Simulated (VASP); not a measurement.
Ga4Sb3As:

```
As Ga Sb
1.0
     5.85543    0.00000    0.00000
     0.00000    5.85543    0.00000
     0.00000    0.00000    5.85543
As Ga Sb
1 4 3
Direct
  0.00000 0.00000 0.00000
  0.75000 0.75000 0.75000
  0.25000 0.25000 0.75000
  0.25000 0.75000 0.25000
  0.75000 0.25000 0.25000
  0.50000 0.50000 0.00000
  0.50000 0.00000 0.50000
  0.00000 0.50000 0.50000
```

* Program: VASP 6.6.1
* Task: relaxation of cell and atoms
* Functional: PBE
* Potentials or basis: VASP PAW PBE potentials, release 64 (As, Ga_d, Sb)
* Cutoff: 600 eV
* k mesh: 4 × 4 × 4
* Occupations: fermi-dirac, width 0.02 eV
* Spin: no spin polarisation

At the start: pressure 8.5 GPa; volume 25.09 Å³/atom.

**Question.** Where does the relaxation end?

**Answer.** Over 13 steps the energy falls by 102.1 meV/atom and the volume is 28.46 Å³/atom (+13.4 %); space group P-43m (No. 215, to 0.1 Å) before and after.

The path:
```csv
step,energy change (eV),largest force (eV/Å),pressure (GPa),volume (Å³)
1,0.0000,1.1311,8.46,200.76
2,-0.6840,0.2673,-2.40,241.80
3,-0.7675,0.4527,-0.44,230.01
4,-0.7671,0.4652,-0.21,229.40
5,-0.7996,0.2846,-0.03,228.21
6,-0.8162,0.0011,0.26,226.49
7,-0.8163,0.0226,0.21,226.62
8,-0.8163,0.0118,0.26,226.57
9,-0.8169,0.0198,-0.10,228.27
10,-0.8171,0.0070,-0.01,227.64
11,-0.8171,0.0057,0.02,227.59
12,-0.8171,0.0090,0.02,227.62
13,-0.8172,0.0010,0.00,227.67
```

Final structure:
```yaml
crystal:
  lattice:
    - [6.10616, 0.00000, 0.00000]
    - [0.00000, 6.10616, 0.00000]
    - [0.00000, 0.00000, 6.10616]
  atoms:
    - { symbol: As, position: [0.00000, 0.00000, 0.00000] }
    - { symbol: Ga, position: [0.75880, 0.75880, 0.75880] }
    - { symbol: Ga, position: [0.24120, 0.24120, 0.75880] }
    - { symbol: Ga, position: [0.24120, 0.75880, 0.24120] }
    - { symbol: Ga, position: [0.75880, 0.24120, 0.24120] }
    - { symbol: Sb, position: [0.50000, 0.50000, 0.00000] }
    - { symbol: Sb, position: [0.50000, 0.00000, 0.50000] }
    - { symbol: Sb, position: [0.00000, 0.50000, 0.50000] }
```
